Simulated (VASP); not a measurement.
# RbBr (F-43m) in VASP: further runs, part 2 of 2

VASP 6.6.1. Earlier steps stand in the parts before.

## Step 4: Single point, PBEsol

File INCAR:

```
PREC = Accurate
ENCUT = 500
EDIFF = 1E-6
ISMEAR = 0
SIGMA = 0.01
LREAL = F
LASPH = T
NELM = 120
ALGO = Normal
ISIF = 2
LWAVE = F
LCHARG = T
GGA = PS
LELF = T
LVHAR = T
NBANDS = 15
GGA_COMPAT = F
```

File KPOINTS:

```
regular mesh
0
Gamma
  4 4 4
```

File POSCAR:

```
RbBr
1.0
    0.0000000000      3.8694968646      3.8694968646
    3.8694968646      0.0000000000      3.8694968646
    3.8694968646      3.8694968646      0.0000000000
Rb Br
1 1
Direct
    0.0000000000      0.0000000000      0.0000000000
    0.2500000000      0.2500000000      0.2500000000
```

Potentials or basis: VASP PAW PBE potentials, release 64 (Rb_sv, Br).

Command:

```
$ cat potpaw_PBE.64/Rb_sv/POTCAR potpaw_PBE.64/Br/POTCAR > POTCAR
$ mpirun -np 1 vasp_std > vasp.out
```

OUTCAR:

```text
PREC = Accurate
   ENCUT = 500
   EDIFF = 1E-6
   ISMEAR = 0
   LREAL = F
   LASPH = T
   NELM = 120
   ISIF = 2
   GGA = PS

 ion  position               nearest neighbor table
   1  0.000  0.000  0.000-   2 3.35   2 3.35   2 3.35   2 3.35
   2  0.250  0.250  0.250-   1 3.35   1 3.35   1 3.35   1 3.35

  LATTYP: Found a face centered cubic cell.
 ALAT       =     7.7389937292

  Lattice vectors:

 A1 = (   0.0000000000,   3.8694968646,   3.8694968646)
 A2 = (   3.8694968646,   0.0000000000,   3.8694968646)
 A3 = (   3.8694968646,   3.8694968646,   0.0000000000)

Analysis of symmetry for initial positions (statically):
=====================================================================
 Subroutine PRICEL returns:
 Original cell was already a primitive cell.

 Routine SETGRP: Setting up the symmetry group for a
 face centered cubic supercell.

 Subroutine GETGRP returns: Found 24 space group operations
 (whereof 24 operations were pure point group operations)
 out of a pool of 48 trial point group operations.

The static configuration has the point symmetry T_d .

Analysis of symmetry for dynamics (positions and initial velocities):
=====================================================================
 Subroutine PRICEL returns:
 Original cell was already a primitive cell.

 Routine SETGRP: Setting up the symmetry group for a
 face centered cubic supercell.

 Subroutine GETGRP returns: Found 24 space group operations
 (whereof 24 operations were pure point group operations)
 out of a pool of 48 trial point group operations.

The dynamic configuration has the point symmetry T_d .

 Subroutine INISYM returns: Found 24 space group operations
 (whereof 24 operations are pure point group operations),
 and found     1 'primitive' translations

----------------------------------------------------------------------------------------

                                     Primitive cell

  volume of cell :     115.8760

  direct lattice vectors                    reciprocal lattice vectors
     0.000000000  3.869496865  3.869496865    -0.129215766  0.129215766  0.129215766
     3.869496865  0.000000000  3.869496865     0.129215766 -0.129215766  0.129215766
     3.869496865  3.869496865  0.000000000     0.129215766  0.129215766 -0.129215766

  length of vectors
     5.472294945  5.472294945  5.472294945     0.223808271  0.223808271  0.223808271

  position of ions in fractional coordinates (direct lattice)
     0.000000000  0.000000000  0.000000000
     0.250000000  0.250000000  0.250000000

  ion indices of the primitive-cell ions
   primitive index   ion index
                 1           1
                 2           2

----------------------------------------------------------------------------------------

 KPOINTS: regular mesh

Automatic generation of k-mesh.
 Grid dimensions read from file:
 generate k-points for:    4    4    4

 Generating k-lattice:

  Cartesian coordinates                     Fractional coordinates (reciprocal lattice)
    -0.032303941  0.032303941  0.032303941     0.250000000  0.000000000  0.000000000
     0.032303941 -0.032303941  0.032303941     0.000000000  0.250000000  0.000000000
     0.032303941  0.032303941 -0.032303941     0.000000000  0.000000000  0.250000000

  Length of vectors
     0.055952068  0.055952068  0.055952068

  Shift w.r.t. Gamma in fractional coordinates (k-lattice)
     0.000000000  0.000000000  0.000000000

 Subroutine IBZKPT returns following result:
 ===========================================

 Found      8 irreducible k-points:

 Following reciprocal coordinates:
            Coordinates               Weight
  0.000000  0.000000  0.000000      1.000000
  0.250000  0.000000  0.000000      8.000000
  0.500000  0.000000  0.000000      4.000000
  0.250000  0.250000  0.000000      6.000000
  0.500000  0.250000  0.000000     24.000000
 -0.250000  0.250000  0.000000     12.000000
  0.500000  0.500000  0.000000      3.000000
 -0.250000  0.500000  0.250000      6.000000
   k-points           NKPTS =      8   k-points in BZ     NKDIM =      8   number of bands    NBANDS=     15
   number of dos      NEDOS =    301   number of ions     NIONS =      2
   total plane-waves  NPLWV =  64000
   dimension x,y,z NGX =    40 NGY =   40 NGZ =   40
   dimension x,y,z NGXF=    80 NGYF=   80 NGZF=   80
   ions per type =               1   1
   NGX,Y,Z   is equivalent  to a cutoff of  12.15, 12.15, 12.15 a.u.
   NGXF,Y,Z  is equivalent  to a cutoff of  24.30, 24.30, 24.30 a.u.
 SYSTEM =  unknown system
   PREC   = accura    normal or accurate (medium, high low for compatibility)
   ISTART =      0    job   : 0-new  1-cont  2-samecut
   ICHARG =      2    charge: 1-file 2-atom 10-const
   ISPIN  =      1    spin polarized calculation?
   LNONCOLLINEAR =      F non collinear calculations
   LSORBIT =      F    spin-orbit coupling
   LASPH  =      T    aspherical Exc in radial PAW
   ENCUT  =  500.0 eV  36.75 Ry    6.06 a.u.   9.98  9.98  9.98*2*pi/ulx,y,z
   NELM   =    120;   NELMIN=  2; NELMDL= -5     # of ELM steps
   EDIFF  = 0.1E-05   stopping-criterion for ELM
   LREAL  =      F    real-space projection
   EDIFFG = 0.1E-04   stopping-criterion for IOM
   NSW    =      0    number of steps for IOM
   IBRION =     -1    ionic relax: 0-MD 1-quasi-New 2-CG
   NFREE  =      0    steps in history (QN), initial steepest desc. (CG)
   ISIF   =      2    stress and relaxation
   ISYM   =      2    0-nonsym 1-usesym 2-fastsym
   POTIM  = 0.5000    time-step for ionic-motion
   TEBEG  =    0.0;   TEEND  =   0.0 temperature during run
   PSTRESS=    0.0 pullay stress
   NELECT =      16.0000    total number of electrons
   NUPDOWN=      -1.0000    fix difference up-down
   EMIN   =  10.00;   EMAX   =-10.00  energy-range for DOS
   EFERMI =   0.00;   METHOD = LEGACY
   ISMEAR =     0;   SIGMA  =   0.01  broadening in eV -4-tet -1-fermi 0-gaus
   EFERMI_NEDOS =   21; number of points for ismear=-14 and -15
   IALGO  =     38    algorithm
   IMIX   =      4    mixing-type and parameters
     AMIX     =   0.40;   BMIX     =  1.00
     AMIX_MAG =   1.60;   BMIX_MAG =  1.00
  volume/ion in A,a.u.               =      57.94       390.98
  Fermi-wavevector in a.u.,A,eV,Ry     =   0.846156  1.599003  9.741494  0.715980
  Thomas-Fermi vector in A             =   1.961458
   LORBIT       =      0    0 simple, 1 ext, 2 COOP (PROOUT), +10 PAW based schemes
   GGA     = PS    functional components
   LHFCALC =     F    Hartree Fock is set to
   AEXX    =    0.0000 exact exchange contribution
   IVDW    =     0    specifies the selected vdW correction
   LEPSILON=     F    determine dielectric tensor
   LRPA    =     F    only Hartree local field effects (RPA)
 non-spin polarized calculation
 Gauss-broadening in eV      SIGMA  =   0.01
  energy-cutoff  :      500.00
  volume of cell :      115.88
 maximum number of plane-waves:      2954
   NGX = 19   NGY = 19   NGZ = 19

 number of electron      15.9999998 magnetization

 Free energy of the ion-electron system (eV)
  ---------------------------------------------------
  ext. energy  EPLUGINS =         0.00000000
  ---------------------------------------------------
  free energy    TOTEN  =        -6.12683809 eV

  energy without entropy =       -6.12683809  energy(sigma->0) =       -6.12683809

 E-fermi :  -3.0520     XC(G=0):  -5.7536

 val. band max:       -3.1381214146   @ k =   0.5000   0.5000   0.0000
 cond. band min:       0.9785843325   @ k =   0.0000   0.0000   0.0000
 fundamental gap:      4.1167057471
 Fermi energy:        -3.0520179948

 k-point     1 :       0.0000    0.0000    0.0000
  band No.  band energies     occupation
      1     -27.6927      2.00000
      2     -15.0135      2.00000
      3     -11.8102      2.00000
      4     -11.8102      2.00000
      5     -11.8102      2.00000
      6      -3.2291      2.00000
      7      -3.2291      2.00000
      8      -3.2291      2.00000
      9       0.9786      0.00000
     10       5.0072      0.00000
     11       5.0072      0.00000
     12       6.0038      0.00000
     13       6.0038      0.00000
     14       6.0038      0.00000
[... 113 lines left out ...]
      2     -15.0719      2.00000
      3     -11.8516      2.00000
      4     -11.8405      2.00000
      5     -11.7074      2.00000
      6      -3.3985      2.00000
      7      -3.2800      2.00000
      8      -3.1391      2.00000
      9       2.9928      0.00000
     10       3.6082      0.00000
     11       5.2354      0.00000
     12       5.3944      0.00000
     13       5.6383      0.00000
     14       5.8823      0.00000
     15       6.8736      0.00000

------------------------ aborting loop because EDIFF is reached ----------------------------------------

  FORCE on cell =-STRESS in cart. coord.  units (eV):
  Direction    XX          YY          ZZ          XY          YZ          ZX
  --------------------------------------------------------------------------------------
  -------------------------------------------------------------------------------------
  Total       -0.2125134     -0.2125134     -0.2125134      0.0000000      0.0000000      0.0000000
  in kB       -2.9383488     -2.9383488     -2.9383488      0.0000000      0.0000000      0.0000000
  external PRESSURE =      -2.9383488 kB  Pullay stress =       0.0000000 kB

 VOLUME and BASIS-vectors are now :
 -----------------------------------------------------------------------------
  energy-cutoff  :      500.00
  volume of cell :      115.88
      direct lattice vectors                 reciprocal lattice vectors
     0.000000000  3.869496865  3.869496865    -0.129215766  0.129215766  0.129215766
     3.869496865  0.000000000  3.869496865     0.129215766 -0.129215766  0.129215766
     3.869496865  3.869496865  0.000000000     0.129215766  0.129215766 -0.129215766

 POSITION                                       TOTAL-FORCE (eV/Angst)
 -----------------------------------------------------------------------------------
      0.00000      0.00000      0.00000        -0.000000      0.000000      0.000000
      1.93475      1.93475      1.93475         0.000000     -0.000000     -0.000000
 -----------------------------------------------------------------------------------
    total drift:                               -0.000000     -0.000000     -0.000000

  FREE ENERGIE OF THE ION-ELECTRON SYSTEM (eV)
  ---------------------------------------------------
  free  energy   TOTEN  =        -6.1268380862 eV

  energy  without entropy=       -6.1268380862  energy(sigma->0) =       -6.12683809
```

OSZICAR:

```text
N       E                     dE             d eps       ncg     rms          rms(c)
DAV:   1     0.906002873899E+02    0.90600E+02   -0.60396E+03   240   0.852E+02
DAV:   2     0.103795954714E+01   -0.89562E+02   -0.82056E+02   357   0.151E+02
DAV:   3    -0.630878265543E+01   -0.73467E+01   -0.73001E+01   317   0.472E+01
DAV:   4    -0.648628370926E+01   -0.17750E+00   -0.17745E+00   389   0.724E+00
DAV:   5    -0.648713197122E+01   -0.84826E-03   -0.84825E-03   331   0.548E-01    0.272E+00
DAV:   6    -0.613857244804E+01    0.34856E+00   -0.43778E-01   310   0.264E+00    0.174E+00
DAV:   7    -0.609372982782E+01    0.44843E-01   -0.21199E-01   324   0.188E+00    0.926E-01
DAV:   8    -0.611977522445E+01   -0.26045E-01   -0.26663E-02   337   0.819E-01    0.157E-01
DAV:   9    -0.612402973012E+01   -0.42545E-02   -0.37473E-03   275   0.258E-01    0.115E-01
DAV:  10    -0.612672374107E+01   -0.26940E-02   -0.20285E-03   240   0.220E-01    0.279E-02
DAV:  11    -0.612680153902E+01   -0.77798E-04   -0.15660E-04   303   0.582E-02    0.131E-02
DAV:  12    -0.612683747215E+01   -0.35933E-04   -0.64057E-05   240   0.436E-02    0.224E-03
DAV:  13    -0.612683808625E+01   -0.61410E-06   -0.14162E-06   337   0.667E-03
   1 F= -.61268381E+01 E0= -.61268381E+01  d E =-.400200E-35
```

It took 36 s on 1 thread of Intel Xeon 8259CL, shared host; peak memory 0.24 GiB.

What came out:

| Quantity | Value |
| --- | --- |
| Free energy | -6.1268 eV |
| Pressure | -0.3 GPa |
| Band gap on the k mesh | 4.12 eV, indirect (least direct gap 4.21 eV) |

Levels at points of the mesh, in eV from the valence-band top:
```
           k point  band 4  band 5  band 6  band 7  band 8  band 9  band 10  band 11  band 12  band 13
(0.00, 0.00, 0.00)   -8.67   -8.67   -0.09   -0.09   -0.09    4.12     8.15     8.15     9.14     9.14
(0.50, 0.00, 0.00)   -8.68   -8.62   -0.30   -0.04   -0.04    6.29     6.56     7.82     7.82     9.19
(0.50, 0.50, 0.00)   -8.70   -8.58   -0.40    0.00    0.00    6.00     6.75     8.43     8.91     9.07
```

Caveat: the PAW data sets were made with another functional, which shifts forces and pressure a little.

## Step 5: The runs side by side

```tsv
level	potentials or basis	k mesh	smearing	gap on the mesh (eV)	pressure (GPa)
LDA	VASP PAW LDA potentials, release 64 (Rb_sv, Br)	2 × 2 × 2	gaussian 0.01 eV	3.80	-0.9
PBEsol	VASP PAW PBE potentials, release 64 (Rb_sv, Br)	4 × 4 × 4	fermi-dirac 0.05 eV	4.12	-0.3
PBEsol	VASP PAW PBE potentials, release 64 (Rb_sv, Br)	4 × 4 × 4	gaussian 0.01 eV	4.12	-0.3
```

Alike in all rows: task single point; no spin polarisation; cell as given; cutoff (eV) 500.

Caveats: some runs use coarse meshes; the PAW data sets were made with another functional, which shifts forces and pressure a little (some runs).

Absolute energies hang on the potentials; compare differences alone.
